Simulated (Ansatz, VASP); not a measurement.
# C: VASP beside Ansatz

```
C
1.0
     0.00000    1.77892    1.77892
     1.77892    0.00000    1.77892
     1.77892    1.77892    0.00000
C
2
Direct
  0.00000 0.00000 0.00000
  0.25000 0.25000 0.25000
```

Alike in both runs: functional r2SCAN; dispersion rVV10; k mesh 12 × 12 × 12; occupations gaussian, width 0.02 eV; no spin polarisation.

Ansatz relaxed the structure, and its values are those at the end. VASP's run is a single point on that final structure, the one shown.

```csv
,VASP,Ansatz
version,VASP 6.6.1,Ansatz 0.2.0
potentials or method,"VASP PAW PBE potentials, release 64 (C), cutoff 660 eV","scalar-relativistic, plane waves, PAW"
valence electrons in the cell,8,8
```

|  | VASP | Ansatz | Ansatz less VASP |
| --- | --- | --- | --- |
| gap on the k mesh at the Fermi level (eV) | 4.33 | 4.36 | +0.028 |
| least direct gap on the mesh (eV) | 5.85 | 5.89 | +0.043 |
| pressure (GPa) | 0.2 | 0.0 | -0.17 |

VASP's potentials were made for PBE, not for r2SCAN.
